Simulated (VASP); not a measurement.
A run of VASP 6.6.1 is set up as follows.

Contents of POSCAR:

```
ScZn
1.0
    3.2876532100      0.0000000000      0.0000000000
    0.0000000000      3.2876532100      0.0000000000
    0.0000000000      0.0000000000      3.2876532100
Sc Zn
1 1
Direct
    0.0000000000      0.0000000000      0.0000000000
    0.5000000000      0.5000000000      0.5000000000
```

File INCAR.step1:

```
PREC = Accurate
ENCUT = 520
ISMEAR = -1
SIGMA = 0.1
LREAL = False
LASPH = True
NELM = 60
NBANDS = 18
GGA = PE
ALGO = Normal
EDIFF = 1E-4
LWAVE = True
LCHARG = False
```

File INCAR.step2:

```
PREC = Accurate
ENCUT = 520
EDIFF = 1E-7
ISMEAR = -1
SIGMA = 0.1
LREAL = False
LASPH = True
NELM = 60
ALGO = Normal
ISIF = 2
LWAVE = False
LCHARG = False
METAGGA = R2SCAN
LMIXTAU = True
NBANDS = 18
ISTART = 1
```

KPOINTS

```
Automatic mesh
0
Gamma
  10 10 10
```

Potentials or basis: VASP PAW PBE potentials, release 64 (Sc_sv, Zn).

The run is started by

```bash
$ cat potpaw_PBE.64/Sc_sv/POTCAR potpaw_PBE.64/Zn/POTCAR > POTCAR
$ cp INCAR.step1 INCAR
$ mpirun -np 1 vasp_std > vasp.out
$ cp INCAR.step2 INCAR
$ mpirun -np 1 vasp_std > vasp.out
```

(1) Predict the pressure.

Results:

(1) 4.0 GPa.

Caveat: the PAW data sets were made with another functional, which shifts forces and pressure a little.
